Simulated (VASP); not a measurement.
Input of a VASP 6.6.1 run:

File INCAR:

```
PREC     = Accurate       # precision mode
ENCUT    = 840            # plane-wave cutoff, eV
EDIFF    = 1E-6           # SCF threshold, eV
ISMEAR   = 0              # smearing method
SIGMA    = 0.01           # smearing width, eV
LREAL    = False          # projectors in reciprocal space
LASPH    = True           # aspherical terms in the spheres
NELM     = 120            # most SCF steps
ALGO     = Normal         # electronic algorithm
ISIF     = 2              # what is computed and relaxed
LWAVE    = False          # write WAVECAR
LCHARG   = True           # write CHGCAR
GGA      = PE             # functional
LELF     = True           # ELF
LVHAR    = True         
NBANDS   = 15             # bands
GGA_COMPAT= False
```

The input KPOINTS:

```
Automatic mesh
0
Gamma
  10 10 10
```

File POSCAR:

```
MgO
1.0
    0.0000000000      2.0780128859      2.0780128859
    2.0780128859      0.0000000000      2.0780128859
    2.0780128859      2.0780128859      0.0000000000
Mg O
1 1
Direct
    0.0000000000      0.0000000000      0.0000000000
    0.5000000000      0.5000000000      0.5000000000
```

Potentials or basis: VASP PAW PBE potentials, release 64 (Mg_sv, O).

Launch:

```bash
$ cat potpaw_PBE.64/Mg_sv/POTCAR potpaw_PBE.64/O/POTCAR > POTCAR
$ mpirun -np 1 vasp_std > vasp.out
```

What does it give for the band gap on the k mesh?

5.14 eV.

What does it give for the pressure?

12.2 GPa.

Caveat: the cell stands under pressure.
